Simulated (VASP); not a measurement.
# BeTe (F-43m) in VASP: notebook

Aim: see how the results for BeTe move with the level of theory and the settings. Levels: PBE, r2SCAN. Tasks: single point.

All numbers are computed with VASP 6.6.1; they aren't measurements. Logs are shortened: lines on timing, memory, paths and dates and some standing lists are left out, and cuts for length are marked.

### Step 1. The cell of the first run

It takes space group F-43m (No. 216, cubic). Conventional cell: a = 5.657 Å, b = 5.657 Å, c = 5.657 Å, α = 90.00°, β = 90.00°, γ = 90.00°. Be (site symmetry -43m) has 4 Te at 2.45 Å within 3.2 Å. Te (site symmetry -43m) has 4 Be at 2.45 Å within 3.2 Å.

### Step 2. Single point, PBE

INCAR

```
PREC = Accurate
ENCUT = 520
EDIFF = 1E-7
ISMEAR = -1
SIGMA = 0.02
LREAL = F
LASPH = T
NELM = 60
ALGO = Normal
ISIF = 2
LWAVE = F
LCHARG = F
GGA = PE
NBANDS = 11
```

KPOINTS

```
Automatic mesh
0
Gamma
  8 8 8
```

POSCAR

```
BeTe
1.0
    0.0000000000      2.8286228760      2.8286228760
    2.8286228760      0.0000000000      2.8286228760
    2.8286228760      2.8286228760      0.0000000000
Be Te
1 1
Direct
    0.0000000000      0.0000000000      0.0000000000
    0.2500000000      0.2500000000      0.2500000000
```

Potentials or basis: VASP PAW PBE potentials, release 64 (Be, Te).

Started as:

```sh
$ cat potpaw_PBE.64/Be/POTCAR potpaw_PBE.64/Te/POTCAR > POTCAR
$ mpirun -np 1 vasp_std > vasp.out
```

OUTCAR:

```text
PREC = Accurate
   ENCUT = 520
   EDIFF = 1E-7
   ISMEAR = -1
   LREAL = F
   LASPH = T
   NELM = 60
   ISIF = 2
   GGA = PE

 ion  position               nearest neighbor table
   1  0.000  0.000  0.000-   2 2.45   2 2.45   2 2.45   2 2.45
   2  0.250  0.250  0.250-   1 2.45   1 2.45   1 2.45   1 2.45

  LATTYP: Found a face centered cubic cell.
 ALAT       =     5.6572457520

  Lattice vectors:

 A1 = (   0.0000000000,   2.8286228760,   2.8286228760)
 A2 = (   2.8286228760,   0.0000000000,   2.8286228760)
 A3 = (   2.8286228760,   2.8286228760,   0.0000000000)

Analysis of symmetry for initial positions (statically):
=====================================================================
 Subroutine PRICEL returns:
 Original cell was already a primitive cell.

 Routine SETGRP: Setting up the symmetry group for a
 face centered cubic supercell.

 Subroutine GETGRP returns: Found 24 space group operations
 (whereof 24 operations were pure point group operations)
 out of a pool of 48 trial point group operations.

The static configuration has the point symmetry T_d .

Analysis of symmetry for dynamics (positions and initial velocities):
=====================================================================
 Subroutine PRICEL returns:
 Original cell was already a primitive cell.

 Routine SETGRP: Setting up the symmetry group for a
 face centered cubic supercell.

 Subroutine GETGRP returns: Found 24 space group operations
 (whereof 24 operations were pure point group operations)
 out of a pool of 48 trial point group operations.

The dynamic configuration has the point symmetry T_d .

 Subroutine INISYM returns: Found 24 space group operations
 (whereof 24 operations are pure point group operations),
 and found     1 'primitive' translations

----------------------------------------------------------------------------------------

                                     Primitive cell

  volume of cell :      45.2642

  direct lattice vectors                    reciprocal lattice vectors
     0.000000000  2.828622876  2.828622876    -0.176764462  0.176764462  0.176764462
     2.828622876  0.000000000  2.828622876     0.176764462 -0.176764462  0.176764462
     2.828622876  2.828622876  0.000000000     0.176764462  0.176764462 -0.176764462

  length of vectors
     4.000276834  4.000276834  4.000276834     0.306165029  0.306165029  0.306165029

  position of ions in fractional coordinates (direct lattice)
     0.000000000  0.000000000  0.000000000
     0.250000000  0.250000000  0.250000000

  ion indices of the primitive-cell ions
   primitive index   ion index
                 1           1
                 2           2

----------------------------------------------------------------------------------------

 KPOINTS: Automatic mesh

Automatic generation of k-mesh.
 Grid dimensions read from file:
 generate k-points for:    8    8    8

 Generating k-lattice:

  Cartesian coordinates                     Fractional coordinates (reciprocal lattice)
    -0.022095558  0.022095558  0.022095558     0.125000000  0.000000000  0.000000000
     0.022095558 -0.022095558  0.022095558     0.000000000  0.125000000  0.000000000
     0.022095558  0.022095558 -0.022095558     0.000000000  0.000000000  0.125000000

  Length of vectors
     0.038270629  0.038270629  0.038270629

  Shift w.r.t. Gamma in fractional coordinates (k-lattice)
     0.000000000  0.000000000  0.000000000

 Subroutine IBZKPT returns following result:
 ===========================================

 Found     29 irreducible k-points:

 Following reciprocal coordinates:
            Coordinates               Weight
  0.000000  0.000000  0.000000      1.000000
  0.125000  0.000000  0.000000      8.000000
  0.250000  0.000000  0.000000      8.000000
  0.375000  0.000000  0.000000      8.000000
  0.500000  0.000000  0.000000      4.000000
  0.125000  0.125000  0.000000      6.000000
[... 16 lines left out ...]
  0.500000  0.250000  0.125000     48.000000
 -0.375000  0.250000  0.125000     24.000000
 [... further k-points ...]
   k-points           NKPTS =     29   k-points in BZ     NKDIM =     29   number of bands    NBANDS=     11
   number of dos      NEDOS =    301   number of ions     NIONS =      2
   total plane-waves  NPLWV =  27000
   dimension x,y,z NGX =    30 NGY =   30 NGZ =   30
   dimension x,y,z NGXF=    60 NGYF=   60 NGZF=   60
   ions per type =               1   1
   NGX,Y,Z   is equivalent  to a cutoff of  12.47, 12.47, 12.47 a.u.
   NGXF,Y,Z  is equivalent  to a cutoff of  24.94, 24.94, 24.94 a.u.
 SYSTEM =  unknown system
   PREC   = accura    normal or accurate (medium, high low for compatibility)
   ISTART =      0    job   : 0-new  1-cont  2-samecut
   ICHARG =      2    charge: 1-file 2-atom 10-const
   ISPIN  =      1    spin polarized calculation?
   LNONCOLLINEAR =      F non collinear calculations
   LSORBIT =      F    spin-orbit coupling
   LASPH  =      T    aspherical Exc in radial PAW
   ENCUT  =  520.0 eV  38.22 Ry    6.18 a.u.   7.44  7.44  7.44*2*pi/ulx,y,z
   NELM   =     60;   NELMIN=  2; NELMDL= -5     # of ELM steps
   EDIFF  = 0.1E-06   stopping-criterion for ELM
   LREAL  =      F    real-space projection
   EDIFFG = 0.1E-05   stopping-criterion for IOM
   NSW    =      0    number of steps for IOM
   IBRION =     -1    ionic relax: 0-MD 1-quasi-New 2-CG
   NFREE  =      0    steps in history (QN), initial steepest desc. (CG)
   ISIF   =      2    stress and relaxation
   ISYM   =      2    0-nonsym 1-usesym 2-fastsym
   POTIM  = 0.5000    time-step for ionic-motion
   TEBEG  =    0.0;   TEEND  =   0.0 temperature during run
   PSTRESS=    0.0 pullay stress
   NELECT =       8.0000    total number of electrons
   NUPDOWN=      -1.0000    fix difference up-down
   EMIN   =  10.00;   EMAX   =-10.00  energy-range for DOS
   EFERMI =   0.00;   METHOD = LEGACY
   ISMEAR =    -1;   SIGMA  =   0.02  broadening in eV -4-tet -1-fermi 0-gaus
   EFERMI_NEDOS =   21; number of points for ismear=-14 and -15
   IALGO  =     38    algorithm
   IMIX   =      4    mixing-type and parameters
     AMIX     =   0.40;   BMIX     =  1.00
     AMIX_MAG =   1.60;   BMIX_MAG =  1.00
  volume/ion in A,a.u.               =      22.63       152.73
  Fermi-wavevector in a.u.,A,eV,Ry     =   0.918727  1.736142 11.484122  0.844059
  Thomas-Fermi vector in A             =   2.043841
   LORBIT       =      0    0 simple, 1 ext, 2 COOP (PROOUT), +10 PAW based schemes
   GGA     = PE    functional components
   LHFCALC =     F    Hartree Fock is set to
   AEXX    =    0.0000 exact exchange contribution
   IVDW    =     0    specifies the selected vdW correction
   LEPSILON=     F    determine dielectric tensor
   LRPA    =     F    only Hartree local field effects (RPA)
 non-spin polarized calculation
  energy-cutoff  :      520.00
  volume of cell :       45.26
 maximum number of plane-waves:      1243
 NGX is ok and might be reduce to    30
   NGX = 15   NGY = 15   NGZ = 15

 number of electron       8.0000000 magnetization

 Free energy of the ion-electron system (eV)
  ---------------------------------------------------
  ext. energy  EPLUGINS =         0.00000000
  ---------------------------------------------------
  free energy    TOTEN  =        -7.62422779 eV

  energy without entropy =       -7.62422779  energy(sigma->0) =       -7.62422779

 E-fermi :   5.3365     XC(G=0):  -9.0030

 val. band max:        4.9469592820   @ k =   0.0000   0.0000   0.0000
 cond. band min:       6.9531963089   @ k =   0.5000   0.5000   0.0000
 fundamental gap:      2.0062370268
 Fermi energy:         5.3365008208

 k-point     1 :       0.0000    0.0000    0.0000
  band No.  band energies     occupation
      1      -7.2623      2.00000
      2       4.9470      2.00000
      3       4.9470      2.00000
      4       4.9470      2.00000
      5       8.5677      0.00000
      6       8.5677      0.00000
      7       8.5677      0.00000
      8       8.6706      0.00000
      9      13.2436      0.00000
     10      15.1636      0.00000
     11      15.1636      0.00000

 k-point     2 :       0.1250    0.0000    0.0000
  band No.  band energies     occupation
      1      -7.1176      2.00000
      2       3.6497      2.00000
      3       4.7175      2.00000
      4       4.7175      2.00000
      5       8.4620      0.00000
      6       8.9045      0.00000
      7       8.9045      0.00000
      8       9.9779      0.00000
      9      13.6692      0.00000
     10      14.2522      0.00000
     11      14.2522      0.00000

 k-point     3 :       0.2500    0.0000    0.0000
  band No.  band energies     occupation
      1      -6.7188      2.00000
      2       1.6737      2.00000
      3       4.2876      2.00000
      4       4.2876      2.00000
      5       8.2309      0.00000
      6       9.4293      0.00000
      7       9.4293      0.00000
      8      11.9088      0.00000
      9      13.9763      0.00000
     10      13.9763      0.00000
     11      13.9849      0.00000

 k-point     4 :       0.3750    0.0000    0.0000
  band No.  band energies     occupation
      1      -6.2135      2.00000
      2       0.1160      2.00000
      3       3.9559      2.00000
      4       3.9559      2.00000
      5       8.0512      0.00000
      6       9.5690      0.00000
      7       9.5690      0.00000
      8      12.7922      0.00000
      9      14.6491      0.00000
     10      15.0004      0.00000
     11      15.0004      0.00000

 k-point     5 :       0.5000    0.0000    0.0000
  band No.  band energies     occupation
      1      -5.9512      2.00000
      2      -0.5081      2.00000
      3       3.8367      2.00000
      4       3.8367      2.00000
      5       7.9873      0.00000
      6       9.5424      0.00000
      7       9.5424      0.00000
      8      12.7702      0.00000
      9      15.8273      0.00000
     10      16.4000      0.00000
     11      16.4000      0.00000
[... 211 lines left out ...]
 k-point    21 :       0.5000    0.5000    0.0000
  band No.  band energies     occupation
      1      -5.4722      2.00000
      2      -0.0968      2.00000
      3       2.3521      2.00000
      4       2.3521      2.00000
      5       6.9532      0.00000
      6       7.6313      0.00000
      7      14.5669      0.00000
      8      14.5669      0.00000
      9      16.4166      0.00000
     10      17.8120      0.00000
     11      18.3074      0.00000

 k-point    22 :       0.3750    0.2500    0.1250
  band No.  band energies     occupation
      1      -6.3896      2.00000
      2       1.4195      2.00000
      3       2.7411      2.00000
      4       3.7444      2.00000
      5       8.5460      0.00000
      6       9.7494      0.00000
      7      10.3469      0.00000
      8      11.1981      0.00000
      9      13.9545      0.00000
     10      15.4760      0.00000
     11      16.0141      0.00000

 k-point    23 :       0.5000    0.2500    0.1250
  band No.  band energies     occupation
      1      -5.9417      2.00000
      2       0.3875      2.00000
      3       2.2092      2.00000
      4       3.2986      2.00000
      5       8.9799      0.00000
      6       9.6201      0.00000
      7      10.8417      0.00000
      8      11.8305      0.00000
      9      14.7578      0.00000
     10      15.2207      0.00000
     11      17.1391      0.00000

 k-point    24 :      -0.3750    0.2500    0.1250
  band No.  band energies     occupation
      1      -5.7170      2.00000
      2      -0.0951      2.00000
      3       2.0991      2.00000
      4       3.0807      2.00000
      5       9.1323      0.00000
      6       9.3381      0.00000
      7      11.5717      0.00000
      8      12.6547      0.00000
      9      13.4281      0.00000
     10      16.4757      0.00000
     11      16.8144      0.00000

 [... further k-points ...]

------------------------ aborting loop because EDIFF is reached ----------------------------------------

  FORCE on cell =-STRESS in cart. coord.  units (eV):
  Direction    XX          YY          ZZ          XY          YZ          ZX
  --------------------------------------------------------------------------------------
  -------------------------------------------------------------------------------------
  Total        0.0953939      0.0953939      0.0953939      0.0000000      0.0000000      0.0000000
  in kB        3.3765711      3.3765711      3.3765711      0.0000000      0.0000000      0.0000000
  external PRESSURE =       3.3765711 kB  Pullay stress =       0.0000000 kB

 VOLUME and BASIS-vectors are now :
 -----------------------------------------------------------------------------
  energy-cutoff  :      520.00
  volume of cell :       45.26
      direct lattice vectors                 reciprocal lattice vectors
     0.000000000  2.828622876  2.828622876    -0.176764462  0.176764462  0.176764462
     2.828622876  0.000000000  2.828622876     0.176764462 -0.176764462  0.176764462
     2.828622876  2.828622876  0.000000000     0.176764462  0.176764462 -0.176764462

 POSITION                                       TOTAL-FORCE (eV/Angst)
 -----------------------------------------------------------------------------------
      0.00000      0.00000      0.00000        -0.000000      0.000000     -0.000000
      1.41431      1.41431      1.41431         0.000000     -0.000000      0.000000
 -----------------------------------------------------------------------------------
    total drift:                                0.000000      0.000000      0.000000

  FREE ENERGIE OF THE ION-ELECTRON SYSTEM (eV)
  ---------------------------------------------------
  free  energy   TOTEN  =        -7.6242277935 eV

  energy  without entropy=       -7.6242277935  energy(sigma->0) =       -7.62422779
```

It took 15 s on 1 thread of AMD EPYC 7R43 (Zen 3), shared host; peak memory 0.14 GiB.

What came out:

- Free energy: -7.6242 eV
- Pressure: 0.3 GPa
- Band gap on the k mesh: 2.01 eV, indirect (least direct gap 3.62 eV)

Caveat: spin-orbit coupling is left out, which moves the levels of the heavy elements.

[end of part 1 of 2]
